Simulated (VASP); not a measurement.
# LiB2Ru3 in VASP: relaxation of the atoms with r2SCAN

Aim: the relaxation of the atoms of LiB2Ru3 with r2SCAN.

Program: VASP 6.6.1. These are calculated values, not measurements. Logs are shortened: lines on timing, memory, paths and dates and some standing lists are left out, and cuts for length are marked.

### Step 1. The cell of the first run

The typed cell holds 6 atoms: a = 5.098 Å, b = 5.098 Å, c = 2.807 Å, α = 90.00°, β = 90.00°, γ = 120.00°.

### Step 2. Relaxation of the atoms, r2SCAN

Input file POSCAR:

```
LiB2Ru3
1.0
    5.0979343800      0.0000000000      0.0000000000
   -2.5489671900      4.4149429000      0.0000000000
    0.0000000000      0.0000000000      2.8065090400
Li B Ru
1 2 3
Direct
    0.0000000000      0.0000000000      0.0000000000
    0.3333000000      0.6667000000      0.0000000000
    0.6666000000      0.3333000000      0.0000000000
    0.5000000000      0.0000000000      0.5000000000
    0.5000000000      0.5000000000      0.5000000000
    0.0000000000      0.5000000000      0.5000000000
```

Input file INCAR.step1:

```
SYSTEM = LiB2Ru3
  PREC = Accurate
  ENCUT = 720
  ISMEAR = -1
  SIGMA = 0.1
  LREAL = .FALSE.
  LASPH = .TRUE.
  NELM = 120
  GGA = PE
  ALGO = Normal
  EDIFF = 1E-5
  LWAVE = .TRUE.
  LCHARG = .FALSE.
  GGA_COMPAT = .FALSE.
  IBRION = 2
  EDIFFG = -0.01
  NELMIN = 4
  NSW = 100
  KPAR = 4
```

Input file INCAR.step2:

```
SYSTEM = LiB2Ru3
  PREC = Accurate
  ENCUT = 720
  EDIFF = 1E-7
  ISMEAR = -1
  SIGMA = 0.1
  LREAL = .FALSE.
  LASPH = .TRUE.
  NELM = 120
  ALGO = Normal
  ISIF = 2
  LWAVE = .FALSE.
  LCHARG = .FALSE.
  METAGGA = R2SCAN
  LMIXTAU = .TRUE.
  IBRION = 2
  NSW = 100
  EDIFFG = -0.03
  ISTART = 1
  GGA_COMPAT = .FALSE.
  NELMIN = 4
  KPAR = 4
```

Input file KPOINTS:

```
Automatic mesh
0
G
  7 7 11
  0 0 0
```

Potentials or basis: VASP PAW PBE potentials, release 64 (Li_sv, B, Ru_pv).

On the command line:

```console
> cat potpaw_PBE.64/Li_sv/POTCAR potpaw_PBE.64/B/POTCAR potpaw_PBE.64/Ru_pv/POTCAR > POTCAR
> cp INCAR.step1 INCAR
> mpirun -np 4 vasp_std > vasp.out
> cp INCAR.step2 INCAR
> mpirun -np 4 vasp_std > vasp.out
```

OUTCAR:

```text
SYSTEM = LiB2Ru3
   PREC = Accurate
   ENCUT = 720
   EDIFF = 1E-7
   ISMEAR = -1
   LREAL = .FALSE.
   LASPH = .TRUE.
   NELM = 120
   ISIF = 2
   METAGGA = R2SCAN
   IBRION = 2
   NSW = 100
   EDIFFG = -0.03
   ISTART = 1
   NELMIN = 4

 ion  position               nearest neighbor table
   1  0.000  0.000  0.000-   4 2.91   4 2.91   4 2.91   4 2.91   5 2.91   6 2.91   6 2.91   6 2.91
                             6 2.91   5 2.91   5 2.91   5 2.91
   2  0.333  0.667  0.000-   6 2.03   6 2.03   4 2.03   4 2.03   5 2.03   5 2.03
   3  0.667  0.333  0.000-   5 2.03   5 2.03   4 2.03   4 2.03   6 2.03   6 2.03
   4  0.500  0.000  0.500-   2 2.03   3 2.03   2 2.03   3 2.03   5 2.55   6 2.55   5 2.55   6 2.55
                             1 2.91   1 2.91   1 2.91   1 2.91
   5  0.500  0.500  0.500-   3 2.03   3 2.03   2 2.03   2 2.03   6 2.55   6 2.55   4 2.55   4 2.55
                             1 2.91   1 2.91   1 2.91   1 2.91
   6  0.000  0.500  0.500-   2 2.03   2 2.03   3 2.03   3 2.03   5 2.55   5 2.55   4 2.55   4 2.55
                             1 2.91   1 2.91   1 2.91   1 2.91

  LATTYP: Found a hexagonal cell.
 ALAT       =     5.0979343800
 C/A-ratio  =     0.5505188633

  Lattice vectors:

 A1 = (   5.0979343800,   0.0000000000,   0.0000000000)
 A2 = (  -2.5489671900,   4.4149429000,   0.0000000000)
 A3 = (   0.0000000000,   0.0000000000,   2.8065090400)

Analysis of symmetry for initial positions (statically):
=====================================================================
 Subroutine PRICEL returns:
 Original cell was already a primitive cell.

 Routine SETGRP: Setting up the symmetry group for a
 hexagonal supercell.

 Subroutine GETGRP returns: Found  4 space group operations
 (whereof  4 operations were pure point group operations)
 out of a pool of 24 trial point group operations.

The static configuration has the point symmetry C_2v.

Analysis of symmetry for dynamics (positions and initial velocities):
=====================================================================
 Subroutine PRICEL returns:
 Original cell was already a primitive cell.

 Routine SETGRP: Setting up the symmetry group for a
 hexagonal supercell.

 Subroutine GETGRP returns: Found  4 space group operations
 (whereof  4 operations were pure point group operations)
 out of a pool of 24 trial point group operations.

The dynamic configuration has the point symmetry C_2v.

 Subroutine INISYM returns: Found  4 space group operations
 (whereof  4 operations are pure point group operations),
 and found     1 'primitive' translations

----------------------------------------------------------------------------------------

                                     Primitive cell

  volume of cell :      63.1663

  direct lattice vectors                    reciprocal lattice vectors
     5.097934380  0.000000000  0.000000000     0.196157880  0.113251748  0.000000000
    -2.548967190  4.414942900  0.000000000     0.000000000  0.226503496  0.000000000
     0.000000000  0.000000000  2.806509040     0.000000000  0.000000000  0.356314548

  length of vectors
     5.097934380  5.097936303  2.806509040     0.226503581  0.226503496  0.356314548

  position of ions in fractional coordinates (direct lattice)
     0.000000000  0.000000000  0.000000000
     0.333300000  0.666700000  0.000000000
     0.666600000  0.333300000  0.000000000
     0.500000000  0.000000000  0.500000000
     0.500000000  0.500000000  0.500000000
     0.000000000  0.500000000  0.500000000

  ion indices of the primitive-cell ions
   primitive index   ion index
                 1           1
                 2           2
                 3           3
                 4           4
                 5           5
                 6           6

----------------------------------------------------------------------------------------

 KPOINTS: Automatic mesh

Automatic generation of k-mesh.
 Grid dimensions read from file:
 generate k-points for:    7    7   11

 Generating k-lattice:

  Cartesian coordinates                     Fractional coordinates (reciprocal lattice)
     0.028022554  0.016178821  0.000000000     0.142857143  0.000000000  0.000000000
     0.000000000  0.032357642  0.000000000     0.000000000  0.142857143  0.000000000
     0.000000000  0.000000000  0.032392232     0.000000000  0.000000000  0.090909091

  Length of vectors
     0.032357654  0.032357642  0.032392232

  Shift w.r.t. Gamma in fractional coordinates (k-lattice)
     0.000000000  0.000000000  0.000000000

 Subroutine IBZKPT returns following result:
 ===========================================

 Found     96 irreducible k-points:

 Following reciprocal coordinates:
            Coordinates               Weight
  0.000000  0.000000  0.000000      1.000000
  0.142857 -0.000000  0.000000      4.000000
  0.000000  0.142857  0.000000      2.000000
  0.285714 -0.000000  0.000000      4.000000
  0.000000  0.285714  0.000000      2.000000
  0.428571  0.000000  0.000000      4.000000
[... 16 lines left out ...]
  0.000000  0.428571  0.090909      4.000000
  0.142857  0.142857  0.090909      8.000000
 [... further k-points ...]
   k-points           NKPTS =     96   k-points in BZ     NKDIM =     96   number of bands    NBANDS=     30
   number of dos      NEDOS =    301   number of ions     NIONS =      6
   total plane-waves  NPLWV =  64512
   dimension x,y,z NGX =    48 NGY =   48 NGZ =   28
   dimension x,y,z NGXF=    96 NGYF=   96 NGZF=   56
   ions per type =               1   2   3
   NGX,Y,Z   is equivalent  to a cutoff of  15.65, 15.65, 16.59 a.u.
   NGXF,Y,Z  is equivalent  to a cutoff of  31.31, 31.31, 33.17 a.u.
 SYSTEM =  LiB2Ru3
   PREC   = accura    normal or accurate (medium, high low for compatibility)
   ISTART =      1    job   : 0-new  1-cont  2-samecut
   ICHARG =      0    charge: 1-file 2-atom 10-const
   ISPIN  =      1    spin polarized calculation?
   LNONCOLLINEAR =      F non collinear calculations
   LSORBIT =      F    spin-orbit coupling
   LASPH  =      T    aspherical Exc in radial PAW
   ENCUT  =  720.0 eV  52.92 Ry    7.27 a.u.  11.15 11.15  6.14*2*pi/ulx,y,z
   NELM   =    120;   NELMIN=  4; NELMDL=  0     # of ELM steps
   EDIFF  = 0.1E-06   stopping-criterion for ELM
   LREAL  =      F    real-space projection
   EDIFFG = -.3E-01   stopping-criterion for IOM
   NSW    =    100    number of steps for IOM
   IBRION =      2    ionic relax: 0-MD 1-quasi-New 2-CG
   NFREE  =      1    steps in history (QN), initial steepest desc. (CG)
   ISIF   =      2    stress and relaxation
   ISYM   =      2    0-nonsym 1-usesym 2-fastsym
   POTIM  = 0.5000    time-step for ionic-motion
   TEBEG  =    0.0;   TEEND  =   0.0 temperature during run
   PSTRESS=    0.0 pullay stress
   NELECT =      51.0000    total number of electrons
   NUPDOWN=      -1.0000    fix difference up-down
   EMIN   =  10.00;   EMAX   =-10.00  energy-range for DOS
   EFERMI =   0.00;   METHOD = LEGACY
   ISMEAR =    -1;   SIGMA  =   0.10  broadening in eV -4-tet -1-fermi 0-gaus
   EFERMI_NEDOS =   21; number of points for ismear=-14 and -15
   IALGO  =     38    algorithm
   IMIX   =      4    mixing-type and parameters
     AMIX     =   0.40;   BMIX     =  1.00
     AMIX_MAG =   1.60;   BMIX_MAG =  1.00
  volume/ion in A,a.u.               =      10.53        71.04
  Fermi-wavevector in a.u.,A,eV,Ry     =   1.524414  2.880725 31.617741  2.323838
  Thomas-Fermi vector in A             =   2.632724
   LORBIT       =      0    0 simple, 1 ext, 2 COOP (PROOUT), +10 PAW based schemes
   METAGGA = R2SCAN    functional components
   LHFCALC =     F    Hartree Fock is set to
   AEXX    =    0.0000 exact exchange contribution
   IVDW    =     0    specifies the selected vdW correction
   LEPSILON=     F    determine dielectric tensor
   LRPA    =     F    only Hartree local field effects (RPA)
 conjugate gradient relaxation of ions
 non-spin polarized calculation
  energy-cutoff  :      720.00
  volume of cell :       63.17
 maximum number of plane-waves:      2792
 NGX is ok and might be reduce to    48
   NGX = 23   NGY = 23   NGZ = 13

 number of electron      51.0000001 magnetization

 Free energy of the ion-electron system (eV)
  ---------------------------------------------------
  ext. energy  EPLUGINS =         0.00000000
  ---------------------------------------------------
  free energy    TOTEN  =       -91.62825648 eV

  energy without entropy =      -91.45015857  energy(sigma->0) =      -91.53920752

 E-fermi :   9.8835     XC(G=0): -13.8157

 val. band max:        9.8766545793   @ k =  -0.1429  -0.4286   0.4545
 cond. band min:       9.8941025161   @ k =   0.0000   0.2857   0.3636
 fundamental gap:      0.0174479368
 Fermi energy:         9.8835118798

 k-point     1 :       0.0000    0.0000    0.0000
  band No.  band energies     occupation
      1     -36.9299      2.00000
      2     -35.4272      2.00000
      3     -34.4477      2.00000
      4     -34.4476      2.00000
      5     -34.1065      2.00000
      6     -33.9169      2.00000
[... 22 lines left out ...]
     29      12.3066      0.00000
     30      12.8464      0.00000

 k-point     2 :       0.1429   -0.0000    0.0000
  band No.  band energies     occupation
      1     -36.9301      2.00000
      2     -35.3759      2.00000
      3     -34.4619      2.00000
      4     -34.4188      2.00000
      5     -34.0984      2.00000
      6     -33.9252      2.00000
[... 22 lines left out ...]
     29      12.8883      0.00000
     30      13.3655      0.00000

 k-point     3 :       0.0000    0.1429    0.0000
  band No.  band energies     occupation
      1     -36.9301      2.00000
      2     -35.3759      2.00000
      3     -34.4620      2.00000
      4     -34.4187      2.00000
      5     -34.0984      2.00000
      6     -33.9254      2.00000
[... 22 lines left out ...]
     29      12.8883      0.00000
     30      13.3657      0.00000

 k-point     4 :       0.2857   -0.0000    0.0000
  band No.  band energies     occupation
      1     -36.9307      2.00000
      2     -35.2399      2.00000
      3     -34.5122      2.00000
      4     -34.3434      2.00000
      5     -34.0762      2.00000
      6     -33.9479      2.00000
[... 22 lines left out ...]
     29      13.1458      0.00000
     30      14.5852      0.00000

 k-point     5 :       0.0000    0.2857    0.0000
  band No.  band energies     occupation
      1     -36.9307      2.00000
      2     -35.2399      2.00000
      3     -34.5124      2.00000
      4     -34.3433      2.00000
      5     -34.0761      2.00000
      6     -33.9481      2.00000
[... 22 lines left out ...]
     29      13.1457      0.00000
     30      14.5848      0.00000
[... 526 lines left out ...]
     29      13.3824      0.00000
     30      14.2943      0.00000

 k-point    22 :       0.4286    0.0000    0.0909
  band No.  band energies     occupation
      1     -36.9298      2.00000
      2     -35.0846      2.00000
      3     -34.5892      2.00000
      4     -34.2600      2.00000
      5     -34.0876      2.00000
      6     -34.0120      2.00000
[... 22 lines left out ...]
     29      13.8246      0.00000
     30      14.3340      0.00000

 k-point    23 :       0.0000    0.4286    0.0909
  band No.  band energies     occupation
      1     -36.9298      2.00000
      2     -35.0844      2.00000
      3     -34.5895      2.00000
      4     -34.2599      2.00000
      5     -34.0875      2.00000
      6     -34.0123      2.00000
[... 22 lines left out ...]
     29      13.8245      0.00000
     30      14.3338      0.00000

 k-point    24 :       0.1429    0.1429    0.0909
  band No.  band energies     occupation
      1     -36.9293      2.00000
      2     -35.2760      2.00000
      3     -34.4948      2.00000
      4     -34.3579      2.00000
      5     -34.1215      2.00000
      6     -33.9772      2.00000
[... 22 lines left out ...]
     29      13.2211      0.00000
     30      14.1407      0.00000

 [... further k-points ...]

------------------------ aborting loop because EDIFF is reached ----------------------------------------

  FORCE on cell =-STRESS in cart. coord.  units (eV):
  Direction    XX          YY          ZZ          XY          YZ          ZX
  --------------------------------------------------------------------------------------
  -------------------------------------------------------------------------------------
  Total       21.7019018     21.7143967     17.6676902      0.0000000      0.0000000      0.0000000
  in kB      550.4559858    550.7729130    448.1305783      0.0000000      0.0000000      0.0000000
  external PRESSURE =     516.4531590 kB  Pullay stress =       0.0000000 kB

 VOLUME and BASIS-vectors are now :
 -----------------------------------------------------------------------------
  energy-cutoff  :      720.00
  volume of cell :       63.17
      direct lattice vectors                 reciprocal lattice vectors
     5.097934380  0.000000000  0.000000000     0.196157880  0.113251748  0.000000000
    -2.548967190  4.414942900  0.000000000     0.000000000  0.226503496  0.000000000
     0.000000000  0.000000000  2.806509040     0.000000000  0.000000000  0.356314548

 POSITION                                       TOTAL-FORCE (eV/Angst)
 -----------------------------------------------------------------------------------
      0.00000      0.00000      0.00000         0.000049     -0.000000      0.000000
     -0.00025      2.94344      0.00000         0.002154     -0.002433      0.000000
      2.54871      1.47150      0.00000         0.002154      0.002433      0.000000
      2.54897      0.00000      1.40325         0.001711     -0.000000      0.000000
      1.27448      2.20747      1.40325        -0.003034      0.002739      0.000000
     -1.27448      2.20747      1.40325        -0.003034     -0.002739      0.000000
 -----------------------------------------------------------------------------------
    total drift:                                0.000000      0.000000      0.000000

  FREE ENERGIE OF THE ION-ELECTRON SYSTEM (eV)
  ---------------------------------------------------
  free  energy   TOTEN  =       -91.6282564801 eV

  energy  without entropy=      -91.4501585688  energy(sigma->0) =      -91.53920752

 reached required accuracy - stopping structural energy minimisation
```

Wall time 7.2 min (4 MPI ranks of Intel Xeon Platinum 8375C at 2.90GHz (Ice Lake), shared host); peak memory 0.43 GiB.

Results:

| Property | Result |
| --- | --- |
| Free energy | -91.6283 eV |
| Pressure after relaxing | 51.6 GPa |
| Largest force after relaxing | 0.004 eV/Å |
| Band gap on the k mesh | zero (an odd number of electrons rules out a gap without spin polarisation) |

Forces on the atoms (eV/Å):
```
Li   0.000  0.000  0.000
B    0.002 -0.002  0.000
B    0.002  0.002  0.000
Ru   0.002  0.000  0.000
Ru  -0.003  0.003  0.000
Ru  -0.003 -0.003  0.000
```

Stress tensor (GPa, compression positive):
```
55.05  0.00  0.00
 0.00 55.08  0.00
 0.00  0.00 44.81
```

Final structure:
```xyz
6
Lattice="5.0979 0.0000 0.0000 -2.5490 4.4149 0.0000 0.0000 0.0000 2.8065" Properties=species:S:1:pos:R:3 pbc="T T T"
Li    0.0000    0.0000    0.0000
B    -0.0003    2.9434    0.0000
B     2.5487    1.4715    0.0000
Ru    2.5490    0.0000    1.4033
Ru    1.2745    2.2075    1.4033
Ru   -1.2745    2.2075    1.4033
```

Caveat: the relaxation stopped at its first step, so nothing moved; the PAW data sets were made with another functional, which shifts forces and pressure a little.
